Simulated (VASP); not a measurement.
A run of VASP 6.6.1 is set up as follows.

File INCAR:

```
  PREC = Accurate
  ENCUT = 520
  EDIFF = 1E-6
  ISMEAR = -1
  SIGMA = 0.05
  LREAL = Auto
  LASPH = T
  NELM = 80
  ALGO = Normal
  ISIF = 2
  LWAVE = F
  LCHARG = F
  GGA = PS
  NELECT = 262.0
  ISYM = 0
  NBANDS = 168
```

Contents of KPOINTS:

```
Automatic mesh
0
Gamma
  1 1 1
  0.25 0.25 0.25
```

POSCAR

```
Si33C32
1.0
    8.7137060000      0.0000000000      0.0000000000
    0.0000000000      8.7137060000      0.0000000000
    0.0000000000      0.0000000000      8.7137060000
Si C
33 32
Direct
    0.9998270000      0.9998460000      0.0002660000
    0.9998570000      0.9998780000      0.4988330000
    0.9996400000      0.4998440000      0.0020620000
    0.9999700000      0.5003520000      0.4968520000
    0.4998320000      0.9996530000      0.0020600000
    0.5003300000      0.9999740000      0.4968480000
    0.4989400000      0.4990090000      0.0214870000
    0.5011490000      0.5011750000      0.4775540000
    0.2491790000      0.2491970000      0.0005280000
    0.2490570000      0.2490680000      0.4985070000
    0.2474350000      0.7512020000      0.0006250000
    0.2491730000      0.7510820000      0.4986490000
    0.7511620000      0.2474680000      0.0006130000
    0.7510580000      0.2491980000      0.4986520000
    0.7505420000      0.7505520000      0.0000080000
    0.7511850000      0.7511990000      0.4968770000
    0.2493600000      0.9998710000      0.2493200000
    0.2473800000      0.9999790000      0.7497980000
    0.2473820000      0.5003520000      0.2494280000
    0.2281210000      0.5011870000      0.7506490000
    0.7508100000      0.9998530000      0.2492900000
    0.7525960000      0.9996440000      0.7492970000
    0.7525940000      0.4998430000      0.2490990000
    0.7720550000      0.4990290000      0.7483990000
    0.9998530000      0.2493890000      0.2493230000
    0.9999700000      0.2473980000      0.7498000000
    0.9998330000      0.7508170000      0.2492900000
    0.9996390000      0.7526100000      0.7492970000
    0.5003320000      0.2474010000      0.2494210000
    0.5011110000      0.2281100000      0.7505950000
    0.4998310000      0.7526130000      0.2491100000
    0.4989530000      0.7720350000      0.7484400000
    0.5012200000      0.5011130000      0.7505820000
    0.1252640000      0.1252870000      0.1253540000
    0.1264420000      0.1264580000      0.6255060000
    0.1252690000      0.6255080000      0.1248240000
    0.1221890000      0.6287620000      0.6223940000
    0.6254940000      0.1252820000      0.1248230000
    0.6287500000      0.1221960000      0.6223950000
    0.6277910000      0.6278100000      0.1277890000
    0.6236750000      0.6237160000      0.6271290000
    0.3722380000      0.3722580000      0.1289260000
    0.3794140000      0.3794570000      0.6289210000
    0.3753760000      0.8746990000      0.1241500000
    0.3722350000      0.8794710000      0.6217070000
    0.8746890000      0.3753930000      0.1241490000
    0.8794700000      0.3722530000      0.6217090000
    0.8754580000      0.8754670000      0.1249190000
    0.8746880000      0.8747040000      0.6248430000
    0.3760430000      0.1264520000      0.3758970000
    0.3729150000      0.1221950000      0.8782260000
    0.3729090000      0.6287750000      0.3716550000
    0.3776690000      0.6236540000      0.8731240000
    0.8758920000      0.1252900000      0.3747380000
    0.8753640000      0.1252780000      0.8749510000
    0.8753700000      0.6254970000      0.3747260000
    0.8783290000      0.6278130000      0.8772710000
    0.1264380000      0.3760630000      0.3759020000
    0.1221830000      0.3729360000      0.8782160000
    0.1252660000      0.8759010000      0.3747380000
    0.1252550000      0.8753830000      0.8749490000
    0.6287480000      0.3729370000      0.3716500000
    0.6236640000      0.3776830000      0.8731640000
    0.6254890000      0.8753890000      0.3747240000
    0.6277900000      0.8783280000      0.8772620000
```

Potentials or basis: VASP PAW PBE potentials, release 64 (Si, C).

Run with:

```sh
$ cat potpaw_PBE.64/Si/POTCAR potpaw_PBE.64/C/POTCAR > POTCAR
$ mpirun -np 1 vasp_std > vasp.out
```

Problem. Estimate the largest force.

Solution. 0.392 eV/Å.

Forces in eV/Å, atoms in the order of the input:
```
Si   0.098  0.099  0.125
Si   0.123  0.123  0.126
Si   0.051  0.112  0.072
Si   0.140  0.083  0.086
Si   0.112  0.051  0.073
Si   0.083  0.141  0.086
Si   0.243  0.239  0.120
Si  -0.039 -0.039  0.127
Si   0.052  0.053  0.070
Si   0.113  0.114  0.116
Si   0.185  0.142  0.145
Si   0.053  0.070  0.054
Si   0.146  0.183  0.146
Si   0.071  0.054  0.054
Si   0.035  0.037  0.036
Si   0.143  0.143  0.187
Si   0.122  0.123  0.122
Si   0.080  0.141  0.083
Si   0.081  0.083  0.141
Si   0.124 -0.040 -0.040
Si   0.125  0.099  0.099
Si   0.075  0.051  0.112
Si   0.076  0.112  0.051
Si   0.120  0.239  0.245
Si   0.124  0.121  0.122
Si   0.140  0.080  0.083
Si   0.099  0.125  0.099
Si   0.050  0.076  0.111
Si   0.083  0.080  0.142
Si  -0.035  0.124 -0.036
Si   0.111  0.076  0.049
Si   0.243  0.119  0.242
Si  -0.034 -0.020 -0.023
C   -0.090 -0.089 -0.100
C   -0.141 -0.141 -0.117
C   -0.038 -0.130 -0.126
C   -0.072 -0.104 -0.112
C   -0.130 -0.037 -0.126
C   -0.106 -0.072 -0.113
C   -0.080 -0.079 -0.035
C   -0.119 -0.120 -0.021
C   -0.098 -0.097 -0.103
C   -0.223 -0.225 -0.230
C   -0.150 -0.058 -0.051
C   -0.092 -0.093 -0.091
C   -0.060 -0.150 -0.051
C   -0.095 -0.092 -0.091
C   -0.088 -0.087 -0.083
C   -0.060 -0.061 -0.142
C   -0.113 -0.132 -0.137
C   -0.122 -0.076 -0.104
C   -0.120 -0.104 -0.078
C   -0.025 -0.112 -0.127
C   -0.108 -0.090 -0.096
C   -0.130 -0.040 -0.139
C   -0.131 -0.129 -0.047
C   -0.040 -0.081 -0.089
C   -0.131 -0.114 -0.136
C   -0.075 -0.121 -0.102
C   -0.090 -0.105 -0.096
C   -0.040 -0.130 -0.139
C   -0.103 -0.122 -0.077
C   -0.113 -0.027 -0.130
C   -0.130 -0.131 -0.047
C   -0.081 -0.040 -0.088
```

Caveat: the cell carries a net charge on a neutralising background, which shifts energy and pressure; the PAW data sets were made with another functional, which shifts forces and pressure a little.
